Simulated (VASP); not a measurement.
Te, 2 atoms in the cell. The structure is hexagonal, space group P6_3/mmc (No. 194). The conventional cell has a = 2.741 Å, b = 2.741 Å, c = 4.360 Å, α = 90.00°, β = 90.00°, γ = 120.00°. Within 3.6 Å of Te (site symmetry -6m2) lie 12 Te at 2.69 to 2.74 Å. This isn't the form of Te at room conditions, which is trigonal, of chains.

| Quantity | Value |
| --- | --- |
| Program | VASP 6.6.1 |
| Task | relaxation of cell and atoms |
| Functional | PBE |
| Potentials or basis | VASP PAW PBE potentials, release 64 (Te) |
| Cutoff | 600 eV |
| k mesh | 16 × 16 × 9 |
| Occupations | fermi-dirac, width 0.1 eV |
| Spin | no spin polarisation |
| Target pressure | 190 GPa |
| Dipole correction | no |
| Further INCAR settings | ALGO = Normal; EDIFF = 1e-06; IBRION = 2; EDIFFG = -0.005; NSW = 32; ISIF = 3 |

Potentials or basis: VASP PAW PBE potentials, release 64 (Te).

Command:

```console
$ cat potpaw_PBE.64/Te/POTCAR > POTCAR
$ mpirun -np 1 vasp_std > vasp.out
```

Hardware: 1 thread of Intel(R) Xeon(R) Platinum 8559C (Emerald Rapids) (shared host).

Q: How long does it take, and how much memory?

A: It took 37 s on 1 thread of Intel(R) Xeon(R) Platinum 8559C (Emerald Rapids), with other jobs on the host, peak memory 0.2 GiB. Counts: scf iterations 24, k points 150, ion steps 3.
